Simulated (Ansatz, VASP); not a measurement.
Given: the input of a run of Ansatz 0.2.0 on FeGe.

Contents of input.yaml:

```yaml
crystal:
  lattice:
    - [5.0307000046, 0.0, 0.0]
    - [-2.5153500023, 4.3567140028, 0.0]
    - [0.0, 0.0, 4.143018842]
  atoms:
    - { symbol: Ge, position: [0.6666666667, 0.3333333333, 0.5] }
    - { symbol: Ge, position: [0.3333333333, 0.6666666667, 0.5] }
    - { symbol: Ge, position: [0.0, 0.0, 0.0] }
    - { symbol: Fe, position: [0.0, 0.5, 0.0], spin: 3.0 }
    - { symbol: Fe, position: [0.5, 0.5, 0.0], spin: 3.0 }
    - { symbol: Fe, position: [0.5, 0.0, 0.0], spin: 3.0 }
hamiltonian:
  xc: pbesol
  pseudopotentials: { kind: paw }
magnetization:
  spin_polarized: true
kpoints:
  mp_grid: { grid: [6, 6, 7] }
scf:
  occupations: { method: fermi_dirac, width: 0.05 }
output:
  forces: true
  stress: true
  eigenvalues: true
```

Potentials or basis: Ansatz PAW.

Launch:

```console
$ ansatz run input.yaml --threads 1 --pin off --max-ram 3584MiB --backend cpu --events-out ev --progress --plain --runs-dir out
```

Question: Set up the same calculation for VASP 6.6.1. Potentials there: VASP PAW PBE potentials, release 64 (Ge_d, Fe).

Answer: As run (the cutoff follows the program's own potentials):

INCAR

```
ALGO = Normal
EDIFF = 1E-6
ENCUT = 520
GGA = PS
ISIF = 2
ISMEAR = -1
ISPIN = 2
LASPH = T
LCHARG = F
LMAXMIX = 4
LORBIT = 11
LREAL = F
LWAVE = F
MAGMOM = 0 0 0 3 3 3
NBANDS = 46
NELM = 150
PREC = Accurate
SIGMA = 0.05
```

Contents of KPOINTS:

```
k-points
0
Gamma
  6 6 7
```

Contents of POSCAR:

```
FeGe
1.0
    5.0307000046      0.0000000000      0.0000000000
   -2.5153500023      4.3567140028      0.0000000000
    0.0000000000      0.0000000000      4.1430188420
Ge Fe
3 3
Direct
    0.6666666667      0.3333333333      0.5000000000
    0.3333333333      0.6666666667      0.5000000000
    0.0000000000      0.0000000000      0.0000000000
    0.0000000000      0.5000000000      0.0000000000
    0.5000000000      0.5000000000      0.0000000000
    0.5000000000      0.0000000000      0.0000000000
```

Potentials or basis: VASP PAW PBE potentials, release 64 (Ge_d, Fe).

Run with:

```console
$ cat potpaw_PBE.64/Ge_d/POTCAR potpaw_PBE.64/Fe/POTCAR > POTCAR
$ mpirun -np 1 vasp_std > vasp.out
```

Both were run:

|  | VASP | Ansatz | Ansatz less VASP |
| --- | --- | --- | --- |
| gap on the k mesh at the Fermi level (eV) | none | none | - |
| pressure (GPa) | -12.2 | -12.3 | -0.12 |
| traceless stress, the component that is largest in VASP (GPa) | -0.17 | -0.12 | +0.050 |
| net moment per atom (μB) | 0.72 | 0.72 | +0.001 |
| size of the moment on the site where the two differ most (μB) | 0.09 | 0.07 | -0.019 |

VASP's potentials were made for PBE, not for PBEsol. Site moments also hang on the region over which each program counts them. A gap of «none» marks a metal or a gap that the smearing closes. The functional is the same, so the differences come from potentials, cutoffs and numerics. VASP's potentials hold 66 valence electrons a cell and Ansatz's 90, so a difference there can come from the potentials and not from the codes.
